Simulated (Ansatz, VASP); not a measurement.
Two plane-wave programs on Pt

```xyz
1
Lattice="-1.4575 1.4575 1.4575 1.4575 -1.4575 1.4575 1.4575 1.4575 -1.4575" Properties=species:S:1:pos:R:3 pbc="T T T"
Pt    0.0000    0.0000    0.0000
```

Change from the starting cell: strain -0.080 along x and y, -0.080 along z, atoms carried along.

Alike in both runs: task single point; functional PBE; k mesh 22 × 22 × 22; occupations gaussian, width 0.15 eV; no spin polarisation.

```csv
,VASP,Ansatz
version,VASP 6.6.1,Ansatz 0.2.0
potentials or method,"VASP PAW PBE potentials, release 64 (Pt), cutoff 520 eV","scalar-relativistic, plane waves, PAW"
valence electrons in the cell,10,18
```

Ansatz gave:

| Item | Value |
| --- | --- |
| gap on the k mesh at the Fermi level (eV) | none |
| pressure (GPa) | 112.3 |

What did VASP give for the same quantities?

gap on the k mesh at the Fermi level (eV): none; pressure (GPa): 112.1.

A gap of «none» marks a metal or a gap that the smearing closes. Both programs put the cell under a high pressure, so it lies far from rest at this level. VASP's potentials hold 10 valence electrons a cell and Ansatz's 18, so a difference there can come from the potentials and not from the codes.

Spin-orbit coupling is off throughout. Noted on VASP's run: the cell as given lies far from equilibrium.
